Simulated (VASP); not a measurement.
The system is Lu4ZrO.

```
CELL_PARAMETERS angstrom
0.00000 4.02124 4.02124
4.02124 0.00000 4.02124
4.02124 4.02124 0.00000
ATOMIC_POSITIONS crystal
Lu 0.87536 0.37488 0.37488
Lu 0.37488 0.37488 0.37488
Lu 0.37488 0.87536 0.37488
Lu 0.37488 0.37488 0.87536
Zr 0.75000 0.75000 0.75000
O 0.00000 0.00000 0.00000
```

* Program: VASP 6.6.1
* Task: relaxation of cell and atoms
* Functional: PBE
* Potentials or basis: VASP PAW PBE potentials, release 64 (Lu, Zr_sv, O)
* Cutoff: 600 eV
* k mesh: 4 × 4 × 4
* Occupations: gaussian, width 0.1 eV
* Spin: no spin polarisation

At the start: pressure 12.9 GPa; volume 21.67 Å³/atom.

How do energy, volume and symmetry change on relaxing?

Over 5 steps the energy falls by 186.3 meV/atom and the volume is 27.01 Å³/atom (+24.6 %); space group F-43m (No. 216, to 0.05 Å).

Step by step:
```
step  energy change (eV)  largest force (eV/Å)  pressure (GPa)  volume (Å³)
   1              0.0000                0.3664           12.90       130.05
   2             -1.1065                0.0261           -0.94       165.75
   3             -1.1176                0.0482            0.00       161.74
   4             -1.1175                0.0444           -0.09       162.42
   5             -1.1179                0.0067           -0.06       162.08
```

Final structure:
```yaml
crystal:
  lattice:
    - [0.00000, 4.32745, 4.32745]
    - [4.32745, 0.00000, 4.32745]
    - [4.32745, 4.32745, 0.00000]
  atoms:
    - { symbol: Lu, position: [0.87144, 0.37619, 0.37619] }
    - { symbol: Lu, position: [0.37619, 0.37619, 0.37619] }
    - { symbol: Lu, position: [0.37619, 0.87144, 0.37619] }
    - { symbol: Lu, position: [0.37619, 0.37619, 0.87144] }
    - { symbol: Zr, position: [0.75000, 0.75000, 0.75000] }
    - { symbol: O, position: [0.00000, 0.00000, 0.00000] }
```

Caveat: the volume moved by over 15 % at a fixed basis, so the end points are rough.
